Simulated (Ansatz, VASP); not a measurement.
Hf in VASP and in Ansatz

The input POSCAR:

```
Hf
1.0
    3.1987335297      0.0000000000      0.0000000000
   -1.5993667648      2.7701844966      0.0000000000
    0.0000000000      0.0000000000      5.0505021987
Hf
2
Direct
    0.3333333333      0.6666666667      0.2500000000
    0.6666666667      0.3333333333      0.7500000000
```

INCAR.step1

```
ALGO = Normal
EDIFF = 1E-4
ENCUT = 520
GGA = PE
ISMEAR = -1
LASPH = True
LCHARG = False
LREAL = False
LWAVE = True
NBANDS = 17
NELM = 100
PREC = Accurate
SIGMA = 0.1
```

Contents of INCAR.step2:

```
ALGO = Normal
EDIFF = 1E-6
ENCUT = 520
ISIF = 2
ISMEAR = -1
ISTART = 1
LASPH = True
LCHARG = True
LELF = True
LMIXTAU = True
LREAL = False
LVHAR = True
LWAVE = False
METAGGA = R2SCAN
NBANDS = 17
NELM = 100
PREC = Accurate
SIGMA = 0.1
```

File KPOINTS:

```
k-points
0
Gamma
  12 12 7
```

Input for Ansatz:

```yaml
crystal:
  lattice:
    - [3.1987335297, 0.0, 0.0]
    - [-1.5993667648, 2.7701844966, 0.0]
    - [0.0, 0.0, 5.0505021987]
  atoms:
    - { symbol: Hf, position: [0.3333333333, 0.6666666667, 0.25] }
    - { symbol: Hf, position: [0.6666666667, 0.3333333333, 0.75] }
hamiltonian:
  xc: r2scan
  pseudopotentials:
    kind: paw
    azcp:
      Hf: "pseudopotentials/Hf.paw.azcp"
basis:
  ecutwfc: 500
  fft_grid_basis: typed
kpoints:
  mp_grid: { grid: [12, 12, 7], shift: [0, 0, 0] }
magnetization:
  spin_polarized: false
scf:
  occupations: { method: fermi_dirac, width: 0.1 }
  lower_state_search: "off"
output:
  stress: true
```

Alike in both runs: task single point; functional r2SCAN; k mesh 12 × 12 × 7; occupations fermi-dirac, width 0.1 eV; no spin polarisation.

```csv
,VASP,Ansatz
version,VASP 6.6.1,Ansatz 0.2.0
potentials or method,"VASP PAW PBE potentials, release 64 (Hf_pv), cutoff 520 eV","plane waves (500 eV) with PAW, scalar-relativistic"
valence electrons in the cell,20,52
```

```tsv
	VASP	Ansatz	Ansatz less VASP
pressure (GPa)	-0.6	-0.1	+0.58
traceless stress, the component that is largest in VASP (GPa)	-0.10	0.00	+0.098
```

VASP's potentials were made for PBE, not for r2SCAN. The functional is the same, so the differences come from potentials, cutoffs and numerics. VASP's potentials hold 20 valence electrons a cell and Ansatz's 52, so a difference there can come from the potentials and not from the codes.

Spin-orbit coupling is off throughout.
